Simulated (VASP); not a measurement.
The system is SrO.

```
Sr O
1.0
     3.55329    0.00000    0.00000
    -1.77664    3.07724    0.00000
     0.00000    0.00000    6.21730
Sr O
2 2
Direct
  0.66667 0.33333 0.75000
  0.33333 0.66667 0.25000
  0.00000 0.00000 0.50000
  0.00000 0.00000 0.00000
```

Base run:

```yaml
Program: VASP 6.6.1
Functional: r2SCAN
Potentials_or_basis: VASP PAW PBE potentials, release 64 (Sr_sv, O)
Cutoff: 520 eV
k_mesh: 9 × 9 × 5
Occupations: fermi-dirac, width 0.05 eV
Spin: no spin polarisation
```

Its results: band gap on the k mesh 3.52 eV, indirect (least direct gap 3.67 eV); pressure 0.1 GPa.

Task: The run is repeated on the same cell with these changes: functional from r2SCAN to LDA; potentials or basis from VASP PAW PBE potentials, release 64 (Sr_sv, O) to VASP PAW LDA potentials, release 64 (Sr_sv, O). What comes out?

Result: Band gap on the k mesh 2.88 eV, direct; pressure -5.0 GPa.

Caveats: the PAW data sets were made with another functional, which shifts forces and pressure a little (some runs).

A k mesh can miss the band edges.
